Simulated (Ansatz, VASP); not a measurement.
# Two plane-wave programs on Mg

The input INCAR:

```
PREC = Accurate
ENCUT = 520
EDIFF = 1E-6
ISMEAR = -1
SIGMA = 0.08
LREAL = False
LASPH = True
NELM = 100
ALGO = Normal
ISIF = 2
LWAVE = False
LCHARG = False
GGA = PE
NBANDS = 12
```

File KPOINTS:

```
Automatic mesh
0
Gamma
  13 8 1
```

Contents of POSCAR:

```
Mg
1.0
    3.1995580529      0.0000000000      0.0000000000
    0.0000000000      5.1808918026      0.0000000000
    0.0000000000      0.0000000000     19.6945000000
Mg
4
Direct
    0.0000000000      0.7500000000      0.4147240108
    0.5000000000      0.2500000000      0.4455912628
    0.5000000000      0.7500000000      0.5544087449
    0.0000000000      0.2500000000      0.5852759815
```

Input for Ansatz:

```yaml
crystal:
  lattice:
    - [3.1995580529, 0.0, 0.0]
    - [0.0, 5.1808918026, 0.0]
    - [0.0, 0.0, 19.6945]
  atoms:
    - { symbol: Mg, position: [0.0, 0.75, 0.4147240108] }
    - { symbol: Mg, position: [0.5, 0.25, 0.4455912628] }
    - { symbol: Mg, position: [0.5, 0.75, 0.5544087449] }
    - { symbol: Mg, position: [0.0, 0.25, 0.5852759815] }
kpoints:
  mp_grid: { grid: [13, 8, 1] }
scf:
  occupations: { method: fermi_dirac, width: 0.08 }
hamiltonian:
  xc: pbe
  pseudopotentials: { kind: paw }
output:
  forces: true
  stress: true
  eigenvalues: true
  core_levels:
    shells: { Mg: ["1s"] }
    counted_from: fermi_level
    add_spin: false
```

Alike in both runs: task single point; functional PBE; k mesh 13 × 8 × 1; occupations fermi-dirac, width 0.08 eV; no spin polarisation.

|  | VASP | Ansatz |
| --- | --- | --- |
| version | VASP 6.6.1 | Ansatz 0.2.0 |
| potentials or method | VASP PAW PBE potentials, release 64 (Mg) | PAW with Ansatz's default frozen-core files, scalar-relativistic |
| plane-wave cutoff (eV) | 520 | 420 |
| valence electrons in the cell | 8 | 40 |

```tsv
	VASP	Ansatz	Ansatz less VASP
rms of the force components (eV/Å)	0.004	0.002	-0.0020
```

Atom by atom the forces differ by 0.003 eV/Å (rms over components). VASP's potentials hold 8 valence electrons a cell and Ansatz's 40, so a difference there can come from the potentials and not from the codes.
